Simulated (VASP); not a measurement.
# Ba (Im-3m) in VASP: density of states with PBEsol

Aim: the density of states of Ba with PBEsol.

Program: VASP 6.6.1. These are calculated values, not measurements. Logs are shortened: lines on timing, memory, paths and dates and some standing lists are left out, and cuts for length are marked.

### 1 The cell of the first run

It takes space group Im-3m (No. 229, cubic). Conventional cell: a = 4.887 Å, b = 4.887 Å, c = 4.887 Å, α = 90.00°, β = 90.00°, γ = 90.00°. Ba (site symmetry m-3m) has 14 Ba at 4.23 to 4.89 Å within 5.6 Å.

### 2 Density of states, PBEsol

Input file POSCAR:

```
Ba
1.0
   -2.4434036536      2.4434036536      2.4434036536
    2.4434036536     -2.4434036536      2.4434036536
    2.4434036536      2.4434036536     -2.4434036536
Ba
1
Direct
    0.0000000000      0.0000000000      0.0000000000
```

Input file INCAR.step1:

```
SYSTEM = Ba
PREC = Accurate
ENCUT = 520
EDIFF = 1E-7
ISMEAR = 0
SIGMA = 0.05
LREAL = .FALSE.
LASPH = .TRUE.
NELM = 80
ALGO = Normal
ISIF = 2
LWAVE = .FALSE.
LCHARG = .TRUE.
GGA = PS
NBANDS = 11
```

Input file KPOINTS.step1:

```
Automatic mesh
0
G
  12 12 12
  0 0 0
```

Input file INCAR.step2:

```
SYSTEM = Ba
PREC = Accurate
ENCUT = 520
EDIFF = 1E-7
ISMEAR = -5
SIGMA = 0.05
LREAL = .FALSE.
LASPH = .TRUE.
NELM = 80
ALGO = Normal
ISIF = 2
LWAVE = .FALSE.
LCHARG = .FALSE.
GGA = PS
LORBIT = 10
NBANDS = 11
NEDOS = 1001
ICHARG = 11
```

Input file KPOINTS.step2:

```
Automatic mesh
0
G
  18 18 18
  0 0 0
```

Potentials or basis: VASP PAW PBE potentials, release 64 (Ba_sv).

Run with:

```
$ cat potpaw_PBE.64/Ba_sv/POTCAR > POTCAR
$ cp INCAR.step1 INCAR
$ cp KPOINTS.step1 KPOINTS
$ mpirun -np 1 vasp_std > vasp.out
$ cp INCAR.step2 INCAR
$ cp KPOINTS.step2 KPOINTS
$ mpirun -np 1 vasp_std > vasp.out
```

OUTCAR:

```text
SYSTEM = Ba
   PREC = Accurate
   ENCUT = 520
   EDIFF = 1E-7
   ISMEAR = -5
   LREAL = .FALSE.
   LASPH = .TRUE.
   NELM = 80
   ISIF = 2
   GGA = PS
   LORBIT = 10
   ICHARG = 11

 ion  position               nearest neighbor table
   1  0.000  0.000  0.000-

  LATTYP: Found a body centered cubic cell.
 ALAT       =     4.8868073072

  Lattice vectors:

 A1 = (  -2.4434036536,   2.4434036536,   2.4434036536)
 A2 = (   2.4434036536,  -2.4434036536,   2.4434036536)
 A3 = (   2.4434036536,   2.4434036536,  -2.4434036536)

Analysis of symmetry for initial positions (statically):
=====================================================================
 Subroutine PRICEL returns:
 Original cell was already a primitive cell.

 Routine SETGRP: Setting up the symmetry group for a
 body centered cubic supercell.

 Subroutine GETGRP returns: Found 48 space group operations
 (whereof 48 operations were pure point group operations)
 out of a pool of 48 trial point group operations.

The static configuration has the point symmetry O_h .

Analysis of symmetry for dynamics (positions and initial velocities):
=====================================================================
 Subroutine PRICEL returns:
 Original cell was already a primitive cell.

 Routine SETGRP: Setting up the symmetry group for a
 body centered cubic supercell.

 Subroutine GETGRP returns: Found 48 space group operations
 (whereof 48 operations were pure point group operations)
 out of a pool of 48 trial point group operations.

The dynamic configuration has the point symmetry O_h .

 Subroutine INISYM returns: Found 48 space group operations
 (whereof 48 operations are pure point group operations),
 and found     1 'primitive' translations

----------------------------------------------------------------------------------------

                                     Primitive cell

  volume of cell :      58.3506

  direct lattice vectors                    reciprocal lattice vectors
    -2.443403654  2.443403654  2.443403654     0.000000000  0.204632583  0.204632583
     2.443403654 -2.443403654  2.443403654     0.204632583  0.000000000  0.204632583
     2.443403654  2.443403654 -2.443403654     0.204632583  0.204632583  0.000000000

  length of vectors
     4.232099271  4.232099271  4.232099271     0.289394174  0.289394174  0.289394174

  position of ions in fractional coordinates (direct lattice)
     0.000000000  0.000000000  0.000000000

  ion indices of the primitive-cell ions
   primitive index   ion index
                 1           1

----------------------------------------------------------------------------------------

 KPOINTS: Automatic mesh

Automatic generation of k-mesh.
 Grid dimensions read from file:
 generate k-points for:   18   18   18

 Generating k-lattice:

  Cartesian coordinates                     Fractional coordinates (reciprocal lattice)
     0.000000000  0.011368477  0.011368477     0.055555556  0.000000000  0.000000000
     0.011368477  0.000000000  0.011368477     0.000000000  0.055555556  0.000000000
     0.011368477  0.011368477  0.000000000     0.000000000  0.000000000  0.055555556

  Length of vectors
     0.016077454  0.016077454  0.016077454

  Shift w.r.t. Gamma in fractional coordinates (k-lattice)
     0.000000000  0.000000000  0.000000000

 TETIRR: Found   6794 inequivalent tetrahedra from    34992

 Subroutine IBZKPT returns following result:
 ===========================================

 Found    195 irreducible k-points:

 Following reciprocal coordinates:
            Coordinates               Weight
  0.000000  0.000000  0.000000      1.000000
  0.055556  0.000000  0.000000     12.000000
  0.111111  0.000000  0.000000     12.000000
  0.166667  0.000000  0.000000     12.000000
  0.222222  0.000000  0.000000     12.000000
  0.277778  0.000000  0.000000     12.000000
[... 16 lines left out ...]
  0.333333  0.111111 -0.000000     48.000000
  0.388889  0.111111 -0.000000     48.000000
 [... further k-points ...]
   k-points           NKPTS =    195   k-points in BZ     NKDIM =    195   number of bands    NBANDS=     11
   number of dos      NEDOS =   1001   number of ions     NIONS =      1
   total plane-waves  NPLWV =  32768
   dimension x,y,z NGX =    32 NGY =   32 NGZ =   32
   dimension x,y,z NGXF=    64 NGYF=   64 NGZF=   64
   ions per type =               1
   NGX,Y,Z   is equivalent  to a cutoff of  12.57, 12.57, 12.57 a.u.
   NGXF,Y,Z  is equivalent  to a cutoff of  25.14, 25.14, 25.14 a.u.
 SYSTEM =  Ba
   PREC   = accura    normal or accurate (medium, high low for compatibility)
   ISTART =      0    job   : 0-new  1-cont  2-samecut
   ICHARG =     11    charge: 1-file 2-atom 10-const
   ISPIN  =      1    spin polarized calculation?
   LNONCOLLINEAR =      F non collinear calculations
   LSORBIT =      F    spin-orbit coupling
   LASPH  =      T    aspherical Exc in radial PAW
   ENCUT  =  520.0 eV  38.22 Ry    6.18 a.u.   7.87  7.87  7.87*2*pi/ulx,y,z
   NELM   =     80;   NELMIN=  2; NELMDL=  0     # of ELM steps
   EDIFF  = 0.1E-06   stopping-criterion for ELM
   LREAL  =      F    real-space projection
   EDIFFG = 0.1E-05   stopping-criterion for IOM
   NSW    =      0    number of steps for IOM
   IBRION =     -1    ionic relax: 0-MD 1-quasi-New 2-CG
   NFREE  =      0    steps in history (QN), initial steepest desc. (CG)
   ISIF   =      2    stress and relaxation
   ISYM   =      2    0-nonsym 1-usesym 2-fastsym
   POTIM  = 0.5000    time-step for ionic-motion
   TEBEG  =    0.0;   TEEND  =   0.0 temperature during run
   PSTRESS=    0.0 pullay stress
   NELECT =      10.0000    total number of electrons
   NUPDOWN=      -1.0000    fix difference up-down
   EMIN   =  10.00;   EMAX   =-10.00  energy-range for DOS
   EFERMI =   0.00;   METHOD = LEGACY
   ISMEAR =    -5;   SIGMA  =   0.05  broadening in eV -4-tet -1-fermi 0-gaus
   EFERMI_NEDOS =   21; number of points for ismear=-14 and -15
   IALGO  =     38    algorithm
   IMIX   =      4    mixing-type and parameters
     AMIX     =   0.40;   BMIX     =  1.00
     AMIX_MAG =   1.60;   BMIX_MAG =  1.00
  volume/ion in A,a.u.               =      58.35       393.77
  Fermi-wavevector in a.u.,A,eV,Ry     =   0.909340  1.718403 11.250646  0.826899
  Thomas-Fermi vector in A             =   2.033373
   LORBIT       =     10    0 simple, 1 ext, 2 COOP (PROOUT), +10 PAW based schemes
   GGA     = PS    functional components
   LHFCALC =     F    Hartree Fock is set to
   AEXX    =    0.0000 exact exchange contribution
   IVDW    =     0    specifies the selected vdW correction
   LEPSILON=     F    determine dielectric tensor
   LRPA    =     F    only Hartree local field effects (RPA)
 non-spin polarized calculation
 Fermi weights with tetrahedron method with Bloechl corrections
  energy-cutoff  :      520.00
  volume of cell :       58.35
 maximum number of plane-waves:      1586

 number of electron      10.0000001 magnetization

 Free energy of the ion-electron system (eV)
  ---------------------------------------------------
  ext. energy  EPLUGINS =         0.00000000
  ---------------------------------------------------
  free energy    TOTEN  =        -2.14910716 eV

  energy without entropy =       -2.14910716  energy(sigma->0) =       -2.14910716

 E-fermi :   1.7659     XC(G=0):  -7.7600

 val. band max:        1.7791570057   @ k =   0.2778   0.2778   0.0556
 cond. band min:       1.7651280219   @ k =  -0.3333   0.3333   0.3333
 fundamental gap:     -0.0140289837
 Fermi energy:         1.7659133556

 k-point     1 :       0.0000    0.0000    0.0000
  band No.  band energies     occupation
      1     -26.9397      2.00000
      2     -11.8205      2.00000
      3     -11.8205      2.00000
      4     -11.8205      2.00000
      5      -1.0097      2.00000
      6       3.6890      0.00000
      7       3.6890      0.00000
      8       3.6890      0.00000
      9       5.2315      0.00000
     10       5.2315      0.00000
     11       8.9555      0.00000

 k-point     2 :       0.0556    0.0000    0.0000
  band No.  band energies     occupation
      1     -26.9379      2.00000
      2     -11.8401      2.00000
      3     -11.8264      2.00000
      4     -11.8206      2.00000
      5      -0.9453      2.00000
      6       3.6349      0.00000
      7       3.6647      0.00000
      8       3.7541      0.00000
      9       5.1307      0.00000
     10       5.2254      0.00000
     11       9.0324      0.00000

 k-point     3 :       0.1111    0.0000    0.0000
  band No.  band energies     occupation
      1     -26.9327      2.00000
      2     -11.8960      2.00000
      3     -11.8433      2.00000
      4     -11.8211      2.00000
      5      -0.7585      2.00000
      6       3.4891      0.00000
      7       3.5673      0.00000
      8       3.9479      0.00000
      9       4.9462      0.00000
     10       5.2146      0.00000
     11       9.2371      0.00000

 k-point     4 :       0.1667    0.0000    0.0000
  band No.  band energies     occupation
      1     -26.9246      2.00000
      2     -11.9796      2.00000
      3     -11.8689      2.00000
      4     -11.8218      2.00000
      5      -0.4690      2.00000
      6       3.2889      0.00000
      7       3.3662      0.00000
      8       4.2659      0.00000
      9       4.8575      0.00000
     10       5.2173      0.00000
     11       9.4736      0.00000

 k-point     5 :       0.2222    0.0000    0.0000
  band No.  band energies     occupation
      1     -26.9146      2.00000
      2     -12.0793      2.00000
      3     -11.9001      2.00000
      4     -11.8226      2.00000
      5      -0.1115      2.00000
      6       3.0720      0.00000
      7       3.1135      0.00000
      8       4.7006      0.00000
      9       4.9056      0.00000
     10       5.2522      0.00000
     11       9.5207      0.00000
[... 211 lines left out ...]
 k-point    21 :       0.2222    0.1111    0.0000
  band No.  band energies     occupation
      1     -26.9008      2.00000
      2     -12.1953      2.00000
      3     -11.9392      2.00000
      4     -11.8473      2.00000
      5       0.4196      2.00000
      6       2.7510      0.00000
      7       2.8765      0.00000
      8       4.7851      0.00000
      9       5.4682      0.00000
     10       5.6093      0.00000
     11       9.2882      0.00000

 k-point    22 :       0.2778    0.1111   -0.0000
  band No.  band energies     occupation
      1     -26.8914      2.00000
      2     -12.2746      2.00000
      3     -11.9759      2.00000
      4     -11.8492      2.00000
      5       0.7390      2.00000
      6       2.6233      0.00000
      7       2.7794      0.00000
      8       4.9358      0.00000
      9       5.6950      0.00000
     10       6.0738      0.00000
     11       8.8090      0.00000

 k-point    23 :       0.3333    0.1111   -0.0000
  band No.  band energies     occupation
      1     -26.8837      2.00000
      2     -12.3375      2.00000
      3     -12.0061      2.00000
      4     -11.8506      2.00000
      5       0.9347      2.00000
      6       2.5431      0.00000
      7       2.8410      0.00000
      8       5.0663      0.00000
      9       5.7635      0.00000
     10       6.7062      0.00000
     11       8.4716      0.00000

 k-point    24 :       0.3889    0.1111   -0.0000
  band No.  band energies     occupation
      1     -26.8786      2.00000
      2     -12.3778      2.00000
      3     -12.0258      2.00000
      4     -11.8515      2.00000
      5       1.0110      2.00000
      6       2.4852      0.00000
      7       3.0135      0.00000
      8       5.0949      0.00000
      9       5.8551      0.00000
     10       7.2882      0.00000
     11       8.2623      0.00000

 [... further k-points ...]
[... 5 lines left out ...]
  --------------------------------------------------------------------------------------
  -------------------------------------------------------------------------------------
  Total        0.0229980      0.0229980      0.0229980      0.0000000      0.0000000     -0.0000000
  in kB        0.6314725      0.6314725      0.6314725      0.0000000      0.0000000     -0.0000000
  external PRESSURE =       0.6314725 kB  Pullay stress =       0.0000000 kB

 VOLUME and BASIS-vectors are now :
 -----------------------------------------------------------------------------
  energy-cutoff  :      520.00
  volume of cell :       58.35
      direct lattice vectors                 reciprocal lattice vectors
    -2.443403654  2.443403654  2.443403654     0.000000000  0.204632583  0.204632583
     2.443403654 -2.443403654  2.443403654     0.204632583  0.000000000  0.204632583
     2.443403654  2.443403654 -2.443403654     0.204632583  0.204632583  0.000000000

 POSITION                                       TOTAL-FORCE (eV/Angst)
 -----------------------------------------------------------------------------------
      0.00000      0.00000      0.00000        -0.000000     -0.000000     -0.000000
 -----------------------------------------------------------------------------------
    total drift:                                0.000000      0.000000     -0.000000

  FREE ENERGIE OF THE ION-ELECTRON SYSTEM (eV)
  ---------------------------------------------------
  free  energy   TOTEN  =        -2.1491071568 eV

  energy  without entropy=       -2.1491071568  energy(sigma->0) =       -2.14910716

 total charge

# of ion       s       p       d       tot
------------------------------------------
    1        2.071   5.531   0.302   7.904
```

Wall time 41 s (1 thread of Intel Xeon Platinum 8488C (Sapphire Rapids), shared host); peak memory 0.25 GiB.

What came out:

- Valence electrons inside the program's atomic spheres: Ba 7.90

Caveat: the PAW data sets were made with another functional, which shifts forces and pressure a little; spin-orbit coupling is left out, which moves the levels of the heavy elements; tetrahedron occupations give inexact forces and stress in metals.
